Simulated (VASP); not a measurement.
# Co (P6_3/mmc) in VASP: further runs

The runs below take Co through single point, with r2SCAN.

All numbers are computed with VASP 6.6.1; they aren't measurements. Logs are shortened: lines on timing, memory, paths and dates and some standing lists are left out, and cuts for length are marked.

## 1. The cell of the first run

Symmetry: P6_3/mmc, No. 194, hexagonal system. Conventional cell: a = 2.472 Å, b = 2.472 Å, c = 4.016 Å, α = 90.00°, β = 90.00°, γ = 120.00°. Within 3.3 Å of Co (site symmetry -6m2) lie 12 Co at 2.46 to 2.47 Å.

## 2. Single point, r2SCAN, collinear spin, ferromagnetic start

Contents of POSCAR:

```
Co
1.0
    2.4724009972      0.0000000000      0.0000000000
   -1.2362004986      2.1411620719      0.0000000000
    0.0000000000      0.0000000000      4.0163086812
Co
2
Direct
    0.3333333333      0.6666666667      0.2500000000
    0.6666666667      0.3333333333      0.7500000000
```

Contents of INCAR.step1:

```
PREC = Accurate ; ENCUT = 520
ISMEAR = 0 ; SIGMA = 0.05
LREAL = False ; LASPH = True
NELM = 150 ; ISPIN = 2
MAGMOM = 2.07 2.07 ; LMAXMIX = 4
NBANDS = 20 ; GGA = PE
ALGO = Normal ; EDIFF = 1E-4
LWAVE = True ; LCHARG = False
```

Contents of INCAR.step2:

```
PREC = Accurate ; ENCUT = 520
EDIFF = 1E-6 ; ISMEAR = 0
SIGMA = 0.05 ; LREAL = False
LASPH = True ; NELM = 150
ALGO = Normal ; ISIF = 2
LWAVE = False ; LCHARG = False
ISPIN = 2 ; MAGMOM = 2.07 2.07
LORBIT = 11 ; LMAXMIX = 4
METAGGA = R2SCAN ; LMIXTAU = True
NBANDS = 20 ; ISTART = 1
```

Contents of KPOINTS:

```
Automatic mesh
0
Gamma
  20 20 12
```

Potentials or basis: VASP PAW PBE potentials, release 64 (Co).

Started as:

```sh
> cat potpaw_PBE.64/Co/POTCAR > POTCAR
> cp INCAR.step1 INCAR
> mpirun -np 1 vasp_std > vasp.out
> cp INCAR.step2 INCAR
> mpirun -np 1 vasp_std > vasp.out
```

OUTCAR:

```text
PREC = Accurate
   ENCUT = 520
   EDIFF = 1E-6
   ISMEAR = 0
   LREAL = False
   LASPH = True
   NELM = 150
   ISIF = 2
   ISPIN = 2
   LORBIT = 11
   METAGGA = R2SCAN
   ISTART = 1

 ion  position               nearest neighbor table
   1  0.333  0.667  0.250-   2 2.46   2 2.46   2 2.46   2 2.46   2 2.46   2 2.46
   2  0.667  0.333  0.750-   1 2.46   1 2.46   1 2.46   1 2.46   1 2.46   1 2.46

  LATTYP: Found a hexagonal cell.
 ALAT       =     2.4724009972
 C/A-ratio  =     1.6244568279

  Lattice vectors:

 A1 = (   2.4724009972,   0.0000000000,   0.0000000000)
 A2 = (  -1.2362004986,   2.1411620719,   0.0000000000)
 A3 = (   0.0000000000,   0.0000000000,   4.0163086812)

Analysis of symmetry for initial positions (statically):
=====================================================================
 Subroutine PRICEL returns:
 Original cell was already a primitive cell.

 Routine SETGRP: Setting up the symmetry group for a
 hexagonal supercell.

 Subroutine GETGRP returns: Found 24 space group operations
 (whereof 12 operations were pure point group operations)
 out of a pool of 24 trial point group operations.

The static configuration has the point symmetry D_3d.
 The point group associated with its full space group is D_6h.

Analysis of symmetry for dynamics (positions and initial velocities):
=====================================================================
 Subroutine PRICEL returns:
 Original cell was already a primitive cell.

 Routine SETGRP: Setting up the symmetry group for a
 hexagonal supercell.

 Subroutine GETGRP returns: Found 24 space group operations
 (whereof 12 operations were pure point group operations)
 out of a pool of 24 trial point group operations.

The dynamic configuration has the point symmetry D_3d.
 The point group associated with its full space group is D_6h.

Analysis of structural, dynamic, and magnetic symmetry:
=====================================================================
 Subroutine PRICEL returns:
 Original cell was already a primitive cell.

 Routine SETGRP: Setting up the symmetry group for a
 hexagonal supercell.

 Subroutine GETGRP returns: Found 24 space group operations
 (whereof 12 operations were pure point group operations)
 out of a pool of 24 trial point group operations.

The overall configuration has the point symmetry D_3d.
 The point group associated with its full space group is D_6h.

 Subroutine INISYM returns: Found 24 space group operations
 (whereof 12 operations are pure point group operations),
 and found     1 'primitive' translations

----------------------------------------------------------------------------------------

                                     Primitive cell

  volume of cell :      21.2616

  direct lattice vectors                    reciprocal lattice vectors
     2.472400997  0.000000000  0.000000000     0.404465134  0.233518054  0.000000000
    -1.236200499  2.141162072  0.000000000     0.000000000  0.467036108  0.000000000
     0.000000000  0.000000000  4.016308681     0.000000000  0.000000000  0.248984846

  length of vectors
     2.472400997  2.472400997  4.016308681     0.467036108  0.467036108  0.248984846

  position of ions in fractional coordinates (direct lattice)
     0.333333333  0.666666667  0.250000000
     0.666666667  0.333333333  0.750000000

  ion indices of the primitive-cell ions
   primitive index   ion index
                 1           1
                 2           2

----------------------------------------------------------------------------------------

 KPOINTS: Automatic mesh

Automatic generation of k-mesh.
 Grid dimensions read from file:
 generate k-points for:   20   20   12

 Generating k-lattice:

  Cartesian coordinates                     Fractional coordinates (reciprocal lattice)
     0.020223257  0.011675903  0.000000000     0.050000000  0.000000000  0.000000000
     0.000000000  0.023351805  0.000000000     0.000000000  0.050000000  0.000000000
     0.000000000  0.000000000  0.020748737     0.000000000  0.000000000  0.083333333

  Length of vectors
     0.023351805  0.023351805  0.020748737

  Shift w.r.t. Gamma in fractional coordinates (k-lattice)
     0.000000000  0.000000000  0.000000000

 Subroutine IBZKPT returns following result:
 ===========================================

 Found    308 irreducible k-points:

 Following reciprocal coordinates:
            Coordinates               Weight
  0.000000  0.000000  0.000000      1.000000
  0.050000  0.000000  0.000000      6.000000
  0.100000 -0.000000  0.000000      6.000000
  0.150000 -0.000000  0.000000      6.000000
  0.200000 -0.000000  0.000000      6.000000
  0.250000  0.000000  0.000000      6.000000
[... 16 lines left out ...]
  0.200000  0.100000  0.000000     12.000000
  0.250000  0.100000  0.000000     12.000000
 [... further k-points ...]
   k-points           NKPTS =    308   k-points in BZ     NKDIM =    308   number of bands    NBANDS=     20
   number of dos      NEDOS =    301   number of ions     NIONS =      2
   total plane-waves  NPLWV =   9720
   dimension x,y,z NGX =    18 NGY =   18 NGZ =   30
   dimension x,y,z NGXF=    36 NGYF=   36 NGZF=   60
   ions per type =               2
   NGX,Y,Z   is equivalent  to a cutoff of  12.10, 12.10, 12.42 a.u.
   NGXF,Y,Z  is equivalent  to a cutoff of  24.21, 24.21, 24.84 a.u.
 SYSTEM =  unknown system
   PREC   = accura    normal or accurate (medium, high low for compatibility)
   ISTART =      1    job   : 0-new  1-cont  2-samecut
   ICHARG =      0    charge: 1-file 2-atom 10-const
   ISPIN  =      2    spin polarized calculation?
   LNONCOLLINEAR =      F non collinear calculations
   LSORBIT =      F    spin-orbit coupling
   LASPH  =      T    aspherical Exc in radial PAW
   ENCUT  =  520.0 eV  38.22 Ry    6.18 a.u.   4.60  4.60  7.47*2*pi/ulx,y,z
   NELM   =    150;   NELMIN=  2; NELMDL=  0     # of ELM steps
   EDIFF  = 0.1E-05   stopping-criterion for ELM
   LREAL  =      F    real-space projection
   EDIFFG = 0.1E-04   stopping-criterion for IOM
   NSW    =      0    number of steps for IOM
   IBRION =     -1    ionic relax: 0-MD 1-quasi-New 2-CG
   NFREE  =      0    steps in history (QN), initial steepest desc. (CG)
   ISIF   =      2    stress and relaxation
   ISYM   =      2    0-nonsym 1-usesym 2-fastsym
   POTIM  = 0.5000    time-step for ionic-motion
   TEBEG  =    0.0;   TEEND  =   0.0 temperature during run
   PSTRESS=    0.0 pullay stress
   NELECT =      18.0000    total number of electrons
   NUPDOWN=      -1.0000    fix difference up-down
   EMIN   =  10.00;   EMAX   =-10.00  energy-range for DOS
   EFERMI =   0.00;   METHOD = LEGACY
   ISMEAR =     0;   SIGMA  =   0.05  broadening in eV -4-tet -1-fermi 0-gaus
   EFERMI_NEDOS =   21; number of points for ismear=-14 and -15
   IALGO  =     38    algorithm
   IMIX   =      4    mixing-type and parameters
     AMIX     =   0.40;   BMIX     =  1.00
     AMIX_MAG =   1.60;   BMIX_MAG =  1.00
  volume/ion in A,a.u.               =      10.63        71.74
  Fermi-wavevector in a.u.,A,eV,Ry     =   1.548699  2.926618 32.633167  2.398470
  Thomas-Fermi vector in A             =   2.653612
   LORBIT       =     11    0 simple, 1 ext, 2 COOP (PROOUT), +10 PAW based schemes
   METAGGA = R2SCAN    functional components
   LHFCALC =     F    Hartree Fock is set to
   AEXX    =    0.0000 exact exchange contribution
   IVDW    =     0    specifies the selected vdW correction
   LEPSILON=     F    determine dielectric tensor
   LRPA    =     F    only Hartree local field effects (RPA)
 spin polarized calculation
 Gauss-broadening in eV      SIGMA  =   0.05
  energy-cutoff  :      520.00
  volume of cell :       21.26
 maximum number of plane-waves:       588
   NGX =  9   NGY =  9   NGZ = 15

 number of electron      17.9999989 magnetization       3.5009828

 Free energy of the ion-electron system (eV)
  ---------------------------------------------------
  ext. energy  EPLUGINS =         0.00000000
  ---------------------------------------------------
  free energy    TOTEN  =       -26.41428331 eV

  energy without entropy =      -26.41265248  energy(sigma->0) =      -26.41346789

 E-fermi :  10.6097     XC(G=0): -14.8174

 val. band max:       10.6081882219   @ k =   0.1500   0.1500   0.1667
 cond. band min:      10.6135392596   @ k =   0.0500   0.0500   0.0833
 fundamental gap:      0.0053510378
 Fermi energy:        10.6097470142

 spin component 1

 k-point     1 :       0.0000    0.0000    0.0000
  band No.  band energies     occupation
      1       1.1448      1.00000
      2       4.7507      1.00000
      3       7.1905      1.00000
      4       7.2290      1.00000
      5       7.2292      1.00000
      6       7.5372      1.00000
[... 12 lines left out ...]
     19      37.5687      0.00000
     20      37.5689      0.00000
[... 507 lines left out ...]
 k-point    24 :       0.2500    0.1000    0.0000
  band No.  band energies     occupation
      1       4.1703      1.00000
      2       5.6148      1.00000
      3       5.9504      1.00000
      4       6.4586      1.00000
      5       7.1457      1.00000
      6       7.3272      1.00000
[... 12 lines left out ...]
     19      35.9476      0.00000
     20      36.9748      0.00000

 [... further k-points ...]

 spin component 2

 k-point     1 :       0.0000    0.0000    0.0000
  band No.  band energies     occupation
      1       0.5636      1.00000
      2       5.9317      1.00000
      3       9.6193      1.00000
      4       9.7109      1.00000
      5       9.7109      1.00000
      6       9.7879      1.00000
[... 12 lines left out ...]
     19      38.2782      0.00000
     20      38.2782      0.00000
[... 507 lines left out ...]
 k-point    24 :       0.2500    0.1000    0.0000
  band No.  band energies     occupation
      1       3.8685      1.00000
      2       7.3224      1.00000
      3       7.5802      1.00000
      4       8.2503      1.00000
      5       9.5974      1.00000
      6       9.6133      1.00000
[... 12 lines left out ...]
     19      36.7022      0.00000
     20      37.8872      0.00000

 [... further k-points ...]
[... 5 lines left out ...]
  --------------------------------------------------------------------------------------
  -------------------------------------------------------------------------------------
  Total        0.0080496      0.0080496     -0.0272475      0.0000000      0.0000000      0.0000000
  in kB        0.6065799      0.6065799     -2.0532491      0.0000000      0.0000000      0.0000000
  external PRESSURE =      -0.2800298 kB  Pullay stress =       0.0000000 kB

 VOLUME and BASIS-vectors are now :
 -----------------------------------------------------------------------------
  energy-cutoff  :      520.00
  volume of cell :       21.26
      direct lattice vectors                 reciprocal lattice vectors
     2.472400997  0.000000000  0.000000000     0.404465134  0.233518054  0.000000000
    -1.236200499  2.141162072  0.000000000     0.000000000  0.467036108  0.000000000
     0.000000000  0.000000000  4.016308681     0.000000000  0.000000000  0.248984846

 POSITION                                       TOTAL-FORCE (eV/Angst)
 -----------------------------------------------------------------------------------
     -0.00000      1.42744      1.00408         0.000000     -0.000000      0.000000
      1.23620      0.71372      3.01223        -0.000000      0.000000      0.000000
 -----------------------------------------------------------------------------------
    total drift:                                0.000000     -0.000000     -0.000000

  FREE ENERGIE OF THE ION-ELECTRON SYSTEM (eV)
  ---------------------------------------------------
  free  energy   TOTEN  =       -26.4142833108 eV

  energy  without entropy=      -26.4126524789  energy(sigma->0) =      -26.41346789

 total charge

# of ion       s       p       d       tot
------------------------------------------
    1        0.519   0.579   7.238   8.336
    2        0.519   0.579   7.238   8.336
--------------------------------------------------
tot          1.039   1.157  14.475  16.672

 magnetization (x)

# of ion       s       p       d       tot
------------------------------------------
    1       -0.012  -0.085   1.907   1.811
    2       -0.012  -0.085   1.907   1.811
--------------------------------------------------
tot         -0.024  -0.170   3.815   3.621
```

Run time: 15 min. Hardware: 1 thread of Oxide Virtual Turin-like, shared host; peak memory 0.24 GiB.

Results:

| Quantity | Value |
| --- | --- |
| Free energy | -26.4143 eV |
| Pressure | 0.0 GPa |
| Net moment | 3.50 μB per cell |
| Site moments | Co +1.81 μB |
| Valence electrons inside the program's atomic spheres | Co 8.34 |

Levels at points of the mesh, in eV from the Fermi level:
Spin up:
```tsv
k point	band 8	band 9	band 10	band 11	band 12	band 13	band 14	band 15
(0.00, 0.00, 0.00)	-2.72	-2.72	-1.62	-1.62	-0.29	6.29	22.93	25.72
(0.50, 0.00, 0.00)	-1.45	-1.40	-1.30	0.94	3.16	9.91	10.70	12.91
(0.00, 0.00, 0.50)	-3.45	-1.93	-1.93	-1.93	-1.93	15.40	15.40	23.72
(0.50, 0.00, 0.50)	-1.76	-1.36	-1.36	1.46	1.46	7.32	7.32	19.17
```
Spin down:
```
           k point  band 4  band 5  band 6  band 7  band 8  band 9  band 10  band 11
(0.00, 0.00, 0.00)   -0.90   -0.90   -0.82   -0.50   -0.50    0.01     0.01     1.31
(0.50, 0.00, 0.00)   -2.35   -1.09   -1.03   -0.62    1.43    1.58     1.60     2.68
(0.00, 0.00, 0.50)   -1.68   -0.96   -0.96   -0.96   -0.96    0.94     0.94     0.94
(0.50, 0.00, 0.50)   -2.58    0.03    0.03    0.10    0.10    1.54     1.54     2.21
```

Caveat: the PAW data sets were made with another functional, which shifts forces and pressure a little.

## 3. Single point, r2SCAN, collinear spin, antiferromagnetic start

POSCAR is that of step 2.

Contents of INCAR.step1:

```
PREC = Accurate
ENCUT = 520
ISMEAR = 0
SIGMA = 0.05
LREAL = False
LASPH = True
NELM = 150
ISPIN = 2
MAGMOM = 1.5 -1.5
LMAXMIX = 4
NBANDS = 20
GGA = PE
ALGO = Normal
EDIFF = 1E-4
LWAVE = True
LCHARG = False
```

Contents of INCAR.step2:

```
PREC = Accurate
ENCUT = 520
EDIFF = 1E-7
ISMEAR = 0
SIGMA = 0.05
LREAL = False
LASPH = True
NELM = 150
ALGO = Normal
ISIF = 2
LWAVE = False
LCHARG = True
ISPIN = 2
MAGMOM = 1.5 -1.5
LORBIT = 11
LMAXMIX = 4
METAGGA = R2SCAN
LMIXTAU = True
LELF = True
LVHAR = True
NBANDS = 20
ISTART = 1
```

KPOINTS is that of step 2.

Potentials or basis: VASP PAW PBE potentials, release 64 (Co).

Started as:

```sh
> cat potpaw_PBE.64/Co/POTCAR > POTCAR
> cp INCAR.step1 INCAR
> mpirun -np 1 vasp_std > vasp.out
> cp INCAR.step2 INCAR
> mpirun -np 1 vasp_std > vasp.out
```

Wall time 26 min (1 thread of Oxide Virtual Turin-like, shared host); peak memory 0.24 GiB.

The run converged. Its results:

```yaml
Free_energy: -25.7917 eV
Pressure: 5.7 GPa
Band_gap_on_the_k_mesh: zero (filled and empty bands overlap)
Net_moment: 0.00 μB per cell
Site_moments: Co +1.72, -1.72 μB
Valence_electrons_inside_the_program's_atomic_spheres: Co 8.34
```

Stress tensor (GPa, compression positive):
```
-3.57  0.00  0.00
 0.00 -3.57  0.00
 0.00  0.00 24.31
```

Levels at points of the mesh, in eV from the Fermi level:
Spin up:
```csv
k point,band 7,band 8,band 9,band 10,band 11,band 12
"(0.00, 0.00, 0.00)",-2.43,-0.94,-0.94,-0.61,1.05,1.05
"(0.50, 0.00, 0.00)",-1.62,-1.17,0.94,1.23,1.44,3.80
"(0.00, 0.00, 0.50)",-2.61,-2.45,-0.70,-0.70,1.03,1.03
"(0.50, 0.00, 0.50)",-0.84,-0.62,0.42,1.24,1.37,1.77
```
Spin down:
| k point | band 7 | band 8 | band 9 | band 10 | band 11 | band 12 |
| --- | --- | --- | --- | --- | --- | --- |
| (0.00, 0.00, 0.00) | -2.43 | -0.94 | -0.94 | -0.61 | 1.05 | 1.05 |
| (0.50, 0.00, 0.00) | -1.62 | -1.17 | 0.94 | 1.23 | 1.44 | 3.80 |
| (0.00, 0.00, 0.50) | -2.61 | -2.45 | -0.70 | -0.70 | 1.03 | 1.03 |
| (0.50, 0.00, 0.50) | -0.84 | -0.62 | 0.42 | 1.24 | 1.37 | 1.77 |

Caveat: the PAW data sets were made with another functional, which shifts forces and pressure a little.
